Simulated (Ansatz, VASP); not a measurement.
# Two plane-wave programs on Zn2CdTe3

```
Zn Cd Te
1.0
     4.45723    0.00000    0.00000
    -2.22862    3.86008    0.00000
     0.00000    0.00000   22.11144
Zn Cd Te
4 2 6
Direct
  0.33333 0.66667 0.00314
  0.33333 0.66667 0.66327
  0.66667 0.33333 0.16328
  0.66667 0.33333 0.50314
  0.33333 0.66667 0.33540
  0.66667 0.33333 0.83540
  0.33333 0.66667 0.12461
  0.33333 0.66667 0.46427
  0.33333 0.66667 0.78431
  0.66667 0.33333 0.28431
  0.66667 0.33333 0.62461
  0.66667 0.33333 0.96427
```

Alike in both runs: functional PBE; k mesh 6 × 6 × 2; occupations gaussian, width 0.02 eV; no spin polarisation.

Ansatz relaxed the structure, and its values are those at the end. VASP's run is a single point on that final structure, the one shown.

|  | VASP | Ansatz |
| --- | --- | --- |
| version | VASP 6.6.1 | Ansatz 0.2.0 |
| potentials or method | VASP PAW PBE potentials, release 64 (Zn, Cd, Te), cutoff 520 eV | scalar-relativistic, plane waves, PAW |
| valence electrons in the cell | 108 | 184 |

Ansatz gave:

```
gap on the k mesh at the Fermi level (eV) : 0.73
least direct gap on the mesh (eV)         : 0.73
pressure (GPa)                            : 0.0
```

Task: Estimate VASP's values.

Result: gap on the k mesh at the Fermi level (eV): 0.73; least direct gap on the mesh (eV): 0.73; pressure (GPa): 0.1.

VASP's potentials hold 108 valence electrons a cell and Ansatz's 184, so a difference there can come from the potentials and not from the codes.

Spin-orbit coupling is off throughout.
